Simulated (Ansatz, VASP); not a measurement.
Ti2Co in VASP and in Ansatz

The input INCAR:

```
SYSTEM = Ti2Co
PREC = Accurate
ENCUT = 520
EDIFF = 1E-6
ISMEAR = 0
SIGMA = 0.1
LREAL = .FALSE.
LASPH = .TRUE.
NELM = 150
ALGO = Normal
ISIF = 2
LWAVE = .FALSE.
LCHARG = .FALSE.
ISPIN = 2
MAGMOM = 0 0 0 0 0.59 0.59
LORBIT = 11
LMAXMIX = 4
GGA = PS
NBANDS = 46
```

KPOINTS

```
regular mesh
0
G
  12 12 12
  0 0 0
```

Contents of POSCAR:

```
Ti2Co
1.0
    0.0000000000      3.3650000000      3.3650000000
    3.3650000000      0.0000000000      3.3650000000
    3.3650000000      3.3650000000      0.0000000000
Ti Co
4 2
Direct
    0.1250000000      0.1250000000      0.1250000000
    0.6250000000      0.1250000000      0.1250000000
    0.1250000000      0.1250000000      0.6250000000
    0.1250000000      0.6250000000      0.1250000000
    0.5000000000      0.5000000000      0.5000000000
    0.7500000000      0.7500000000      0.7500000000
```

Input for Ansatz:

```yaml
crystal:
  lattice:
    - [0.0, 3.365, 3.365]
    - [3.365, 0.0, 3.365]
    - [3.365, 3.365, 0.0]
  atoms:
    - { symbol: Ti, position: [0.125, 0.125, 0.125] }
    - { symbol: Ti, position: [0.625, 0.125, 0.125] }
    - { symbol: Ti, position: [0.125, 0.125, 0.625] }
    - { symbol: Ti, position: [0.125, 0.625, 0.125] }
    - { symbol: Co, position: [0.5, 0.5, 0.5], spin: 0.59 }
    - { symbol: Co, position: [0.75, 0.75, 0.75], spin: 0.59 }
basis:
  ecutwfc: 420
kpoints:
  mp_grid: { grid: [12, 12, 12] }
hamiltonian:
  xc: pbesol
scf:
  occupations: { method: gaussian, width: 0.1 }
output:
  forces: true
  stress: true
  eigenvalues: true
  populations: true
magnetization:
  spin_polarized: true
```

Alike in both runs: task single point; functional PBEsol; k mesh 12 × 12 × 12; occupations gaussian, width 0.1 eV; collinear spin.

|  | VASP | Ansatz |
| --- | --- | --- |
| version | VASP 6.6.1 | Ansatz 0.2.0 |
| potentials or method | VASP PAW PBE potentials, release 64 (Ti_sv, Co), cutoff 520 eV | scalar-relativistic, plane waves, PAW |
| valence electrons in the cell | 66 | 82 |

```tsv
	VASP	Ansatz	Ansatz less VASP
gap on the k mesh at the Fermi level (eV)	none	none	-
pressure (GPa)	15.8	16.0	+0.21
net moment per atom (μB)	0.18	0.18	+0.001
size of the moment on the site where the two differ most (μB)	0.51	0.52	+0.019
```

VASP's potentials were made for PBE, not for PBEsol. Site moments also hang on the region over which each program counts them. A gap of «none» marks a metal or a gap that the smearing closes. VASP's potentials hold 66 valence electrons a cell and Ansatz's 82, so a difference there can come from the potentials and not from the codes.
